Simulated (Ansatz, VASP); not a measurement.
Si2Ni in VASP and in Ansatz

```
Si Ni
1.0
     0.00000    2.72324    2.72324
     2.72324    0.00000    2.72324
     2.72324    2.72324    0.00000
Si Ni
2 1
Direct
  0.25000 0.25000 0.25000
  0.75000 0.75000 0.75000
  0.00000 0.00000 0.00000
```

Alike in both runs: functional PBE; k mesh 14 × 14 × 14; occupations gaussian, width 0.1 eV; no spin polarisation.

Ansatz relaxed the structure, and its values are those at the end. VASP's run is a single point on that final structure, the one shown.

```csv
,VASP,Ansatz
version,VASP 6.6.1,Ansatz 0.2.0
potentials or method,"VASP PAW PBE potentials, release 64 (Si, Ni), cutoff 600 eV","scalar-relativistic, plane waves, PAW"
valence electrons in the cell,18,26
```

|  | VASP | Ansatz | Ansatz less VASP |
| --- | --- | --- | --- |
| gap on the k mesh at the Fermi level (eV) | none | none | - |
| pressure (GPa) | -0.1 | 0.0 | +0.14 |

A gap of «none» marks a metal or a gap that the smearing closes. VASP's potentials hold 18 valence electrons a cell and Ansatz's 26, so a difference there can come from the potentials and not from the codes.
